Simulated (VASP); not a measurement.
Input of a VASP 6.6.1 run:

Contents of INCAR:

```
ALGO = Normal
EDIFF = 1E-6
ENCUT = 600
GGA = PS
GGA_COMPAT = False
ISIF = 2
ISMEAR = 1
LASPH = True
LCHARG = True
LELF = True
LREAL = False
LVHAR = True
LWAVE = False
NBANDS = 16
NELM = 120
PREC = Accurate
SIGMA = 0.05
```

Contents of KPOINTS:

```
k-points
0
Gamma
  5 5 5
```

File POSCAR:

```
ZrN
1.0
    0.0000000000      2.3000000000      2.3000000000
    2.3000000000      0.0000000000      2.3000000000
    2.3000000000      2.3000000000      0.0000000000
Zr N
1 1
Direct
    0.5000000000      0.5000000000      0.5000000000
    0.0000000000      0.0000000000      0.0000000000
```

Potentials or basis: VASP PAW PBE potentials, release 64 (Zr_sv, N).

The run is started by

```console
$ cat potpaw_PBE.64/Zr_sv/POTCAR potpaw_PBE.64/N/POTCAR > POTCAR
$ mpirun -np 1 vasp_std > vasp.out
```

**Question.** What does it give for the pressure?

**Answer.** -7.7 GPa.

Caveat: the k points lie up to 0.47 Å⁻¹ apart; the PAW data sets were made with another functional, which shifts forces and pressure a little.
